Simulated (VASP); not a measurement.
# YbAg2P2 in VASP: single point with PBE

Aim: the single point of YbAg2P2 with PBE.

All numbers are computed with VASP 6.6.1; they aren't measurements. Logs are shortened: lines on timing, memory, paths and dates and some standing lists are left out, and cuts for length are marked.

## (1) The cell of the first run

The typed cell holds 5 atoms: a = 4.197 Å, b = 4.197 Å, c = 7.015 Å, α = 90.00°, β = 90.00°, γ = 60.00°.

## (2) Single point, PBE

INCAR

```
SYSTEM = YbAg2P2
PREC = Accurate ; ENCUT = 520
EDIFF = 1E-6 ; ISMEAR = -1
SIGMA = 0.1 ; LREAL = .False.
LASPH = .True. ; NELM = 100
ALGO = Normal ; ISIF = 2
LWAVE = .False. ; LCHARG = .False.
GGA = PE ; NBANDS = 36
```

KPOINTS

```
Automatic mesh
0
Gamma
  7 7 4
  0 0 0
```

POSCAR

```
YbAg2P2
1.0
    2.0984360000      3.6345950000      0.0000000000
   -2.0984360000      3.6345950000      0.0000000000
    0.0000000000      0.0000000000      7.0145480000
Ag P Yb
2 2 1
Direct
    0.3333000000      0.3334000000      0.6340000000
    0.6667000000      0.6666000000      0.3660000000
    0.3333000000      0.3334000000      0.2589000000
    0.6667000000      0.6666000000      0.7411000000
    0.0000000000      0.0000000000      0.0000000000
```

Potentials or basis: VASP PAW PBE potentials, release 64 (Ag, P, Yb).

Launch:

```sh
cat potpaw_PBE.64/Ag/POTCAR potpaw_PBE.64/P/POTCAR potpaw_PBE.64/Yb/POTCAR > POTCAR
mpirun -np 1 vasp_std > vasp.out
```

OUTCAR:

```text
SYSTEM = YbAg2P2
   PREC = Accurate
   ENCUT = 520
   EDIFF = 1E-6
   ISMEAR = -1
   LREAL = .False.
   LASPH = .True.
   NELM = 100
   ISIF = 2
   GGA = PE

 ion  position               nearest neighbor table
   1  0.333  0.333  0.634-   4 2.54   4 2.54   4 2.54   3 2.63   2 3.07   2 3.07   2 3.07   5 3.53
                             5 3.53   5 3.53
   2  0.667  0.667  0.366-   3 2.54   3 2.54   3 2.54   4 2.63   1 3.07   1 3.07   1 3.07   5 3.53
                             5 3.53   5 3.53
   3  0.333  0.333  0.259-   2 2.54   2 2.54   2 2.54   1 2.63   5 3.03   5 3.03   5 3.03
   4  0.667  0.667  0.741-   1 2.54   1 2.54   1 2.54   2 2.63   5 3.03   5 3.03   5 3.03
   5  0.000  0.000  0.000-   4 3.03   3 3.03   4 3.03   3 3.03   4 3.03   3 3.03   2 3.53   1 3.53
                             2 3.53   1 3.53   1 3.53   2 3.53

  LATTYP: Found a hexagonal cell.
 ALAT       =     4.1968696025
 C/A-ratio  =     1.6713762076

  Lattice vectors:

 A1 = (   2.0984360000,  -3.6345950000,   0.0000000000)
 A2 = (   2.0984360000,   3.6345950000,   0.0000000000)
 A3 = (   0.0000000000,   0.0000000000,   7.0145480000)

Analysis of symmetry for initial positions (statically):
=====================================================================
 Subroutine PRICEL returns:
 Original cell was already a primitive cell.

 Routine SETGRP: Setting up the symmetry group for a
 hexagonal supercell.

 Subroutine GETGRP returns: Found  4 space group operations
 (whereof  4 operations were pure point group operations)
 out of a pool of 24 trial point group operations.

The static configuration has the point symmetry C_2h.

Analysis of symmetry for dynamics (positions and initial velocities):
=====================================================================
 Subroutine PRICEL returns:
 Original cell was already a primitive cell.

 Routine SETGRP: Setting up the symmetry group for a
 hexagonal supercell.

 Subroutine GETGRP returns: Found  4 space group operations
 (whereof  4 operations were pure point group operations)
 out of a pool of 24 trial point group operations.

The dynamic configuration has the point symmetry C_2h.

 Subroutine INISYM returns: Found  4 space group operations
 (whereof  4 operations are pure point group operations),
 and found     1 'primitive' translations

----------------------------------------------------------------------------------------

                                     Primitive cell

  volume of cell :     106.9994

  direct lattice vectors                    reciprocal lattice vectors
     2.098436000  3.634595000  0.000000000     0.238272695  0.137566909  0.000000000
    -2.098436000  3.634595000  0.000000000    -0.238272695  0.137566909  0.000000000
     0.000000000  0.000000000  7.014548000     0.000000000  0.000000000  0.142560861

  length of vectors
     4.196869602  4.196869602  7.014548000     0.275133661  0.275133661  0.142560861

  position of ions in fractional coordinates (direct lattice)
     0.333300000  0.333400000  0.634000000
     0.666700000  0.666600000  0.366000000
     0.333300000  0.333400000  0.258900000
     0.666700000  0.666600000  0.741100000
     0.000000000  0.000000000  0.000000000

  ion indices of the primitive-cell ions
   primitive index   ion index
                 1           1
                 2           2
                 3           3
                 4           4
                 5           5

----------------------------------------------------------------------------------------

 KPOINTS: Automatic mesh

Automatic generation of k-mesh.
 Grid dimensions read from file:
 generate k-points for:    7    7    4

 Generating k-lattice:

  Cartesian coordinates                     Fractional coordinates (reciprocal lattice)
     0.034038956  0.019652416  0.000000000     0.142857143  0.000000000  0.000000000
    -0.034038956  0.019652416  0.000000000     0.000000000  0.142857143  0.000000000
     0.000000000  0.000000000  0.035640215     0.000000000  0.000000000  0.250000000

  Length of vectors
     0.039304809  0.039304809  0.035640215

  Shift w.r.t. Gamma in fractional coordinates (k-lattice)
     0.000000000  0.000000000  0.000000000

 Subroutine IBZKPT returns following result:
 ===========================================

 Found     60 irreducible k-points:

 Following reciprocal coordinates:
            Coordinates               Weight
  0.000000  0.000000  0.000000      1.000000
  0.142857  0.000000  0.000000      4.000000
  0.000000  0.142857  0.000000      2.000000
  0.285714  0.000000  0.000000      4.000000
  0.000000  0.285714  0.000000      2.000000
  0.428571  0.000000  0.000000      4.000000
[... 16 lines left out ...]
  0.285714  0.285714  0.250000      4.000000
  0.000000  0.285714  0.250000      2.000000
 [... further k-points ...]
   k-points           NKPTS =     60   k-points in BZ     NKDIM =     60   number of bands    NBANDS=     36
   number of dos      NEDOS =    301   number of ions     NIONS =      5
   total plane-waves  NPLWV =  55296
   dimension x,y,z NGX =    32 NGY =   32 NGZ =   54
   dimension x,y,z NGXF=    64 NGYF=   64 NGZF=  108
   ions per type =               2   2   1
   NGX,Y,Z   is equivalent  to a cutoff of  12.68, 12.68, 12.80 a.u.
   NGXF,Y,Z  is equivalent  to a cutoff of  25.35, 25.35, 25.60 a.u.
 SYSTEM =  YbAg2P2
   PREC   = accura    normal or accurate (medium, high low for compatibility)
   ISTART =      0    job   : 0-new  1-cont  2-samecut
   ICHARG =      2    charge: 1-file 2-atom 10-const
   ISPIN  =      1    spin polarized calculation?
   LNONCOLLINEAR =      F non collinear calculations
   LSORBIT =      F    spin-orbit coupling
   LASPH  =      T    aspherical Exc in radial PAW
   ENCUT  =  520.0 eV  38.22 Ry    6.18 a.u.   7.80  7.80 13.04*2*pi/ulx,y,z
   NELM   =    100;   NELMIN=  2; NELMDL= -5     # of ELM steps
   EDIFF  = 0.1E-05   stopping-criterion for ELM
   LREAL  =      F    real-space projection
   EDIFFG = 0.1E-04   stopping-criterion for IOM
   NSW    =      0    number of steps for IOM
   IBRION =     -1    ionic relax: 0-MD 1-quasi-New 2-CG
   NFREE  =      0    steps in history (QN), initial steepest desc. (CG)
   ISIF   =      2    stress and relaxation
   ISYM   =      2    0-nonsym 1-usesym 2-fastsym
   POTIM  = 0.5000    time-step for ionic-motion
   TEBEG  =    0.0;   TEEND  =   0.0 temperature during run
   PSTRESS=    0.0 pullay stress
   NELECT =      56.0000    total number of electrons
   NUPDOWN=      -1.0000    fix difference up-down
   EMIN   =  10.00;   EMAX   =-10.00  energy-range for DOS
   EFERMI =   0.00;   METHOD = LEGACY
   ISMEAR =    -1;   SIGMA  =   0.10  broadening in eV -4-tet -1-fermi 0-gaus
   EFERMI_NEDOS =   21; number of points for ismear=-14 and -15
   IALGO  =     38    algorithm
   IMIX   =      4    mixing-type and parameters
     AMIX     =   0.40;   BMIX     =  1.00
     AMIX_MAG =   1.60;   BMIX_MAG =  1.00
  volume/ion in A,a.u.               =      21.40       144.41
  Fermi-wavevector in a.u.,A,eV,Ry     =   1.319300  2.493116 23.681669  1.740554
  Thomas-Fermi vector in A             =   2.449208
   LORBIT       =      0    0 simple, 1 ext, 2 COOP (PROOUT), +10 PAW based schemes
   GGA     = PE    functional components
   LHFCALC =     F    Hartree Fock is set to
   AEXX    =    0.0000 exact exchange contribution
   IVDW    =     0    specifies the selected vdW correction
   LEPSILON=     F    determine dielectric tensor
   LRPA    =     F    only Hartree local field effects (RPA)
 non-spin polarized calculation
  energy-cutoff  :      520.00
  volume of cell :      107.00
 maximum number of plane-waves:      2902
   NGX = 15   NGY = 15   NGZ = 27

 number of electron      56.0000008 magnetization

 Free energy of the ion-electron system (eV)
  ---------------------------------------------------
  ext. energy  EPLUGINS =         0.00000000
  ---------------------------------------------------
  free energy    TOTEN  =       -21.68278728 eV

  energy without entropy =      -21.48624176  energy(sigma->0) =      -21.58451452

 E-fermi :   4.8371     XC(G=0): -10.4860

 val. band max:        4.8306132664   @ k =  -0.1429   0.2857   0.0000
 cond. band min:       4.8393506470   @ k =   0.1429   0.0000   0.5000
 fundamental gap:      0.0087373806
 Fermi energy:         4.8370522822

 k-point     1 :       0.0000    0.0000    0.0000
  band No.  band energies     occupation
      1     -46.6931      2.00000
      2     -18.9560      2.00000
      3     -18.8934      2.00000
      4     -18.8934      2.00000
      5      -6.0645      2.00000
      6      -5.1588      2.00000
[... 28 lines left out ...]
     35       9.3364      0.00000
     36       9.3373      0.00000

 k-point     2 :       0.1429    0.0000    0.0000
  band No.  band energies     occupation
      1     -46.6928      2.00000
      2     -18.9531      2.00000
      3     -18.9083      2.00000
      4     -18.8968      2.00000
      5      -5.9215      2.00000
      6      -5.1185      2.00000
[... 28 lines left out ...]
     35       9.1918      0.00000
     36       9.3800      0.00000

 k-point     3 :       0.0000    0.1429    0.0000
  band No.  band energies     occupation
      1     -46.6928      2.00000
      2     -18.9531      2.00000
      3     -18.9083      2.00000
      4     -18.8968      2.00000
      5      -5.9215      2.00000
      6      -5.1185      2.00000
[... 28 lines left out ...]
     35       9.1913      0.00000
     36       9.3802      0.00000

 k-point     4 :       0.2857    0.0000    0.0000
  band No.  band energies     occupation
      1     -46.6921      2.00000
      2     -18.9466      2.00000
      3     -18.9412      2.00000
      4     -18.9046      2.00000
      5      -5.5641      2.00000
      6      -5.0365      2.00000
[... 28 lines left out ...]
     35       9.9794      0.00000
     36      10.2117      0.00000

 k-point     5 :       0.0000    0.2857    0.0000
  band No.  band energies     occupation
      1     -46.6921      2.00000
      2     -18.9466      2.00000
      3     -18.9412      2.00000
      4     -18.9046      2.00000
      5      -5.5642      2.00000
      6      -5.0366      2.00000
[... 655 lines left out ...]
 k-point    22 :       0.2857    0.0000    0.2500
  band No.  band energies     occupation
      1     -46.6921      2.00000
      2     -18.9467      2.00000
      3     -18.9412      2.00000
      4     -18.9046      2.00000
      5      -5.4742      2.00000
      6      -5.1309      2.00000
[... 28 lines left out ...]
     35       9.9986      0.00000
     36      10.4934      0.00000

 k-point    23 :       0.2857    0.2857    0.2500
  band No.  band energies     occupation
      1     -46.6921      2.00000
      2     -18.9467      2.00000
      3     -18.9412      2.00000
      4     -18.9046      2.00000
      5      -5.5181      2.00000
      6      -5.0735      2.00000
[... 28 lines left out ...]
     35       9.6593      0.00000
     36       9.7485      0.00000

 k-point    24 :       0.0000    0.2857    0.2500
  band No.  band energies     occupation
      1     -46.6921      2.00000
      2     -18.9467      2.00000
      3     -18.9412      2.00000
      4     -18.9046      2.00000
      5      -5.4743      2.00000
      6      -5.1309      2.00000
[... 28 lines left out ...]
     35       9.9983      0.00000
     36      10.4929      0.00000

 [... further k-points ...]

------------------------ aborting loop because EDIFF is reached ----------------------------------------

  FORCE on cell =-STRESS in cart. coord.  units (eV):
  Direction    XX          YY          ZZ          XY          YZ          ZX
  --------------------------------------------------------------------------------------
  -------------------------------------------------------------------------------------
  Total       -3.6908288     -3.6867972     -5.1369483      0.0034867      0.0008898     -0.0015412
  in kB      -55.2653656    -55.2049965    -76.9191249      0.0522083      0.0133230     -0.0230779
  external PRESSURE =     -62.4631623 kB  Pullay stress =       0.0000000 kB

 VOLUME and BASIS-vectors are now :
 -----------------------------------------------------------------------------
  energy-cutoff  :      520.00
  volume of cell :      107.00
      direct lattice vectors                 reciprocal lattice vectors
     2.098436000  3.634595000  0.000000000     0.238272695  0.137566909  0.000000000
    -2.098436000  3.634595000  0.000000000    -0.238272695  0.137566909  0.000000000
     0.000000000  0.000000000  7.014548000     0.000000000  0.000000000  0.142560861

 POSITION                                       TOTAL-FORCE (eV/Angst)
 -----------------------------------------------------------------------------------
     -0.00021      2.42318      4.44722         0.001560     -0.000900      0.100949
      0.00021      4.84601      2.56732        -0.001560      0.000900     -0.100949
     -0.00021      2.42318      1.81607         0.001723     -0.000995     -0.730743
      0.00021      4.84601      5.19848        -0.001723      0.000995      0.730743
      0.00000      0.00000      0.00000         0.000000     -0.000000      0.000000
 -----------------------------------------------------------------------------------
    total drift:                               -0.000000     -0.000000      0.000000

  FREE ENERGIE OF THE ION-ELECTRON SYSTEM (eV)
  ---------------------------------------------------
  free  energy   TOTEN  =       -21.6827872783 eV

  energy  without entropy=      -21.4862417636  energy(sigma->0) =      -21.58451452
```

Run time: 15 min. Hardware: 1 thread of AMD EPYC 7R43 (Zen 3), shared host; peak memory 0.34 GiB.

Results:

| Item | Value |
| --- | --- |
| Free energy | -21.6828 eV |
| Pressure | -6.2 GPa |
| Largest force | 0.731 eV/Å |
| Band gap on the k mesh | zero (bands 28 and 29 overlap by 1.70 eV) |

Forces in eV/Å, atoms in the order of the input:
```
Ag   0.002 -0.001  0.101
Ag  -0.002  0.001 -0.101
P    0.002 -0.001 -0.731
P   -0.002  0.001  0.731
Yb   0.000  0.000  0.000
```

Levels at points of the mesh, in eV from the Fermi level:
```csv
k point,band 25,band 26,band 27,band 28,band 29,band 30,band 31,band 32
"(0.00, 0.00, 0.00)",-0.10,-0.10,1.15,1.33,1.33,1.76,2.80,2.83
"(0.00, 0.00, 0.50)",-0.44,0.18,0.18,0.82,0.82,2.28,3.04,3.51
```

Caveat: the cell stands under tension; spin-orbit coupling is left out, which moves the levels of the heavy elements. Spin polarisation is off, so any magnetic state and its effect on volume and gap are missing.
